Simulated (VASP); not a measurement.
A run of VASP 6.6.1 is set up as follows.

Contents of INCAR:

```
SYSTEM = AlAs
ALGO = Normal ; EDIFF = 1E-7
EDIFFG = -0.002 ; ENCUT = 500
GGA = CA ; GGA_COMPAT = .FALSE.
IBRION = 2 ; ISIF = 3
ISMEAR = 0 ; LASPH = .TRUE.
LCHARG = .FALSE. ; LREAL = .FALSE.
LWAVE = .FALSE. ; NELM = 120
NELMIN = 4 ; NSW = 100
PREC = Accurate ; PSTRESS = 70.0
SIGMA = 0.01
```

The input KPOINTS:

```
k-points
0
G
  8 8 8
  0 0 0
```

Contents of POSCAR:

```
AlAs
1.0
    0.0000000000      2.8145759924      2.8145759924
    2.8145759924      0.0000000000      2.8145759924
    2.8145759924      2.8145759924      0.0000000000
Al As
1 1
Direct
    0.0000000000      0.0000000000      0.0000000000
    0.7500000000      0.7500000000      0.7500000000
```

Potentials or basis: VASP PAW LDA potentials, release 64 (Al, As).

Launch:

```console
$ cat potpaw_LDA.64/Al/POTCAR potpaw_LDA.64/As/POTCAR > POTCAR
$ mpirun -np 1 vasp_std > vasp.out
```

(1) Predict the relaxed cell.

(2) Predict the space group after relaxing (to 0.05 Å).

(3) Predict the relaxed volume.

(4) Predict the band gap on the k mesh.

Answers

(1) a = 3.884 Å, b = 3.884 Å, c = 3.884 Å, α = 60.00°, β = 60.00°, γ = 60.00°.

(2) F-43m (No. 216).

(3) 20.71 Å³/atom.

(4) 1.17 eV, indirect (least direct gap 2.62 eV).

Caveat: the cell is relaxed towards a set pressure, so the enthalpy falls and the energy may rise.
